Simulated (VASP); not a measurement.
Input of a VASP 6.6.1 run:

Contents of INCAR:

```
SYSTEM = BaN
PREC = Accurate ; ENCUT = 1330
EDIFF = 1E-6 ; ISMEAR = 0
SIGMA = 0.1 ; LREAL = .FALSE.
LASPH = .TRUE. ; NELM = 120
ALGO = Normal ; ISIF = 2
LWAVE = .FALSE. ; LCHARG = .TRUE.
GGA = PE ; LELF = .TRUE.
LVHAR = .TRUE. ; NBANDS = 23
GGA_COMPAT = .FALSE.
```

KPOINTS

```
Automatic mesh
0
G
  4 4 4
  0 0 0
```

The input POSCAR:

```
BaN
1.0
    0.0000000000      3.6406980700      3.6406980700
    3.6406980700      0.0000000000      3.6406980700
    3.6406980700      3.6406980700      0.0000000000
Ba N
2 2
Direct
    0.0000000000      0.0000000000      0.0000000000
    0.2500000000      0.2500000000      0.2500000000
    0.7500000000      0.7500000000      0.7500000000
    0.5000000000      0.5000000000      0.5000000000
```

Potentials or basis: VASP PAW PBE potentials, release 64 (Ba_sv, N_h).

The run is started by

```console
$ cat potpaw_PBE.64/Ba_sv/POTCAR potpaw_PBE.64/N_h/POTCAR > POTCAR
$ mpirun -np 1 vasp_std > vasp.out
```

Q: Estimate the band gap on the k mesh.

A: Zero (bands 15 and 16 overlap by 0.67 eV).

Q: What does it give for the pressure?

A: -5.1 GPa.

Caveat: the k points lie up to 0.37 Å⁻¹ apart, too coarse for converged energies and pressures of a metal; spin-orbit coupling is left out, which moves the levels of the heavy elements.
